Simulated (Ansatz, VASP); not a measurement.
Ta in VASP and in Ansatz

```
CELL_PARAMETERS angstrom
-1.84122 1.84122 1.30174
1.84122 -1.84122 1.30174
1.84122 1.84122 -1.30174
ATOMIC_POSITIONS crystal
Ta 0.00000 0.00000 0.00000
```

Alike in both runs: task single point; functional PBEsol; k mesh 28 × 28 × 28; occupations gaussian, width 0.15 eV; no spin polarisation.

|  | VASP | Ansatz |
| --- | --- | --- |
| version | VASP 6.6.1 | Ansatz 0.2.0 |
| potentials or method | VASP PAW PBE potentials, release 64 (Ta_pv), cutoff 520 eV | scalar-relativistic, plane waves, PAW |
| valence electrons in the cell | 11 | 13 |

```tsv
	VASP	Ansatz	Ansatz less VASP
gap on the k mesh at the Fermi level (eV)	none	none	-
pressure (GPa)	8.7	8.4	-0.33
traceless stress, the component that is largest in VASP (GPa)	15.71	15.50	-0.208
```

VASP's potentials were made for PBE, not for PBEsol. A gap of «none» marks a metal or a gap that the smearing closes. With one functional, cell and mesh, what is left measures potentials, basis and numerics. VASP's potentials hold 11 valence electrons a cell and Ansatz's 13, so a difference there can come from the potentials and not from the codes.

Spin-orbit coupling is off throughout.
